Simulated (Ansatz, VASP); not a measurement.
# One calculation of Si16Ge, two programs

```
CELL_PARAMETERS angstrom
0.00000 5.43000 5.43000
5.43000 0.00000 5.43000
5.43000 5.43000 0.00000
ATOMIC_POSITIONS crystal
Si 0.99989 0.99967 0.99969
Si 0.12098 0.12095 0.12095
Si 0.99538 0.99519 0.50433
Si 0.12116 0.12100 0.63632
Si 0.99538 0.50431 0.99521
Si 0.12116 0.63630 0.12101
Si 0.99533 0.50433 0.50434
Si 0.12735 0.62396 0.62398
Si 0.50447 0.99521 0.99523
Si 0.63648 0.12103 0.12105
Si 0.50450 0.99514 0.50435
Si 0.62415 0.12714 0.62398
Si 0.50450 0.50433 0.99516
Si 0.62414 0.62396 0.12716
Si 0.49991 0.49968 0.49971
Si 0.62407 0.62391 0.62393
Ge 0.24988 0.24970 0.24972
```

Alike in both runs: functional PBE; k mesh 2 × 2 × 2; occupations gaussian, width 0.05 eV; no spin polarisation.

Ansatz relaxed the structure, and its values are those at the end. VASP's run is a single point on that final structure, the one shown.

```csv
,VASP,Ansatz
version,VASP 6.6.1,Ansatz 0.2.0
potentials or method,"VASP PAW PBE potentials, release 64 (Si, Ge_d), cutoff 410 eV","scalar-relativistic, plane waves, PAW"
valence electrons in the cell,78,78
```

```csv
,VASP,Ansatz,Ansatz less VASP
rms of the force components (eV/Å),0.010,0.010,+0.0001
```

The k mesh is coarse, so the values compare programs but aren't converged.
